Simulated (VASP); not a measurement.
Here is a VASP 6.6.1 calculation.

Contents of POSCAR:

```
Ge
1.0
    1.4155346479     -2.6347372402      0.0000000000
    1.4155346479      2.6347372402      0.0000000000
    0.0000000000      0.0000000000      2.7337381113
Ge
1
Direct
    0.5000000000      0.5000000000      0.0000000000
```

File INCAR.step1:

```
PREC = Accurate
ENCUT = 520
ISMEAR = 1
SIGMA = 0.15
LREAL = False
LASPH = True
NELM = 60
NBANDS = 13
GGA = PE
ALGO = Normal
EDIFF = 1E-4
LWAVE = True
LCHARG = False
```

Contents of INCAR.step2:

```
PREC = Accurate
ENCUT = 520
EDIFF = 1E-6
ISMEAR = 1
SIGMA = 0.15
LREAL = False
LASPH = True
NELM = 60
ALGO = Normal
ISIF = 2
LWAVE = False
LCHARG = False
METAGGA = R2SCAN
LMIXTAU = True
NBANDS = 13
ISTART = 1
```

The input KPOINTS:

```
regular mesh
0
Gamma
  12 12 11
```

Potentials or basis: VASP PAW PBE potentials, release 64 (Ge_d).

Launch:

```sh
$ cat potpaw_PBE.64/Ge_d/POTCAR > POTCAR
$ cp INCAR.step1 INCAR
$ mpirun -np 1 vasp_std > vasp.out
$ cp INCAR.step2 INCAR
$ mpirun -np 1 vasp_std > vasp.out
```

**Question.** What does it give for the pressure?

**Answer.** -5.6 GPa.

**Question.** What does it give for the band gap on the k mesh?

**Answer.** Zero (bands 7 and 8 overlap by 9.96 eV).

Stress tensor (GPa, compression positive):
```
-4.97  0.00  0.00
 0.00 -7.66  0.00
 0.00  0.00 -4.04
```

Caveat: the cell stands under tension; the PAW data sets were made with another functional, which shifts forces and pressure a little.
